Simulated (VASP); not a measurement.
Wanted: the native input for a VASP 6.6.1 run.

```yaml
Task: single point
Functional: PBEsol
Potentials_or_basis: VASP PAW PBE potentials, release 64 (Zr_sv)
Cutoff: 520 eV
k_mesh: 18 × 18 × 18
Occupations: gaussian, width 0.15 eV
Spin: no spin polarisation
Dipole_correction: no
Further_INCAR_settings: ALGO = Normal; EDIFF = 1e-07; NBANDS = 12
```

The structure of Zr lies in POSCAR:

```
Zr
1.0
    0.0000000000      2.0746000000      2.1648000000
    2.0746000000      0.0000000000      2.1648000000
    2.0746000000      2.0746000000      0.0000000000
Zr
1
Direct
    0.0000000000      0.0000000000      0.0000000000
```

This cell differs from its parent crystal: strain -0.080 along x and y, -0.040 along z.

These files were run (other wordings do the same):

INCAR

```
SYSTEM = Zr
ALGO = Normal
EDIFF = 1E-7
ENCUT = 520
GGA = PS
ISIF = 2
ISMEAR = 0
LASPH = .True.
LCHARG = .False.
LREAL = .False.
LWAVE = .False.
NBANDS = 12
NELM = 100
PREC = Accurate
SIGMA = 0.15
```

KPOINTS

```
k-points
0
Gamma
  18 18 18
  0 0 0
```

Potentials or basis: VASP PAW PBE potentials, release 64 (Zr_sv).

The run is started by

```sh
$ cat potpaw_PBE.64/Zr_sv/POTCAR > POTCAR
$ mpirun -np 1 vasp_std > vasp.out
```

Results of the run:

```
Pressure               : 22.7 GPa
Band gap on the k mesh : zero (band 6 reaches 12.25 eV, above the bottom of band 7 at 10.56 eV)
```

Caveat: the cell differs from its parent crystal (strain -0.080 along x and y, -0.040 along z); the PAW data sets were made with another functional, which shifts forces and pressure a little.

Run time: 42 s on 1 thread of Intel(R) Xeon(R) 6975P-C (Granite Rapids), with other jobs on the host, peak memory 0.22 GiB.
